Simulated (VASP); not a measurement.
A run of VASP 6.6.1:

File POSCAR:

```
Rb
1.0
    0.0000000000      5.2144892299      5.2144892299
    5.2144892299      0.0000000000      5.2144892299
    5.2144892299      5.2144892299      0.0000000000
Rb
2
Direct
    0.1250000000      0.1250000000      0.1250000000
    0.8750000000      0.8750000000      0.8750000000
```

Contents of INCAR.step1:

```
SYSTEM = Rb
ALGO     = Normal         ! electronic algorithm
EDIFF    = 1E-4           ! SCF threshold, eV
ENCUT    = 520            ! plane-wave cutoff, eV
GGA      = PE             ! functional
ISMEAR   = -1             ! smearing method
LASPH    = .TRUE.         ! aspherical terms in the spheres
LCHARG   = .FALSE.        ! write CHGCAR
LREAL    = .FALSE.        ! projectors in reciprocal space
LWAVE    = .TRUE.         ! write WAVECAR
NBANDS   = 16             ! bands
NELM     = 80             ! most SCF steps
PREC     = Accurate       ! precision mode
SIGMA    = 0.1            ! smearing width, eV
```

The input INCAR.step2:

```
SYSTEM = Rb
ALGO     = Normal         ! electronic algorithm
EDIFF    = 1E-7           ! SCF threshold, eV
ENCUT    = 520            ! plane-wave cutoff, eV
ISIF     = 2              ! what is computed and relaxed
ISMEAR   = -1             ! smearing method
ISTART   = 1            
LASPH    = .TRUE.         ! aspherical terms in the spheres
LCHARG   = .FALSE.        ! write CHGCAR
LMIXTAU  = .TRUE.       
LREAL    = .FALSE.        ! projectors in reciprocal space
LWAVE    = .FALSE.        ! write WAVECAR
METAGGA  = R2SCAN         ! meta-GGA
NBANDS   = 16             ! bands
NELM     = 80             ! most SCF steps
PREC     = Accurate       ! precision mode
SIGMA    = 0.1            ! smearing width, eV
```

File KPOINTS:

```
k-points
0
G
  6 6 6
  0 0 0
```

Potentials or basis: VASP PAW PBE potentials, release 64 (Rb_sv).

Launch:

```bash
$ cat potpaw_PBE.64/Rb_sv/POTCAR > POTCAR
$ cp INCAR.step1 INCAR
$ mpirun -np 1 vasp_std > vasp.out
$ cp INCAR.step2 INCAR
$ mpirun -np 1 vasp_std > vasp.out
```

Hardware: 1 thread of AMD EPYC 9R45 96-Core Processor (Zen 5) (shared host).

Question: Estimate the wall time of this run.

Answer: Run time: 5.8 min on 1 thread of AMD EPYC 9R45 96-Core Processor (Zen 5) (shared host), peak memory 0.44 GiB. Counts: k points 16.
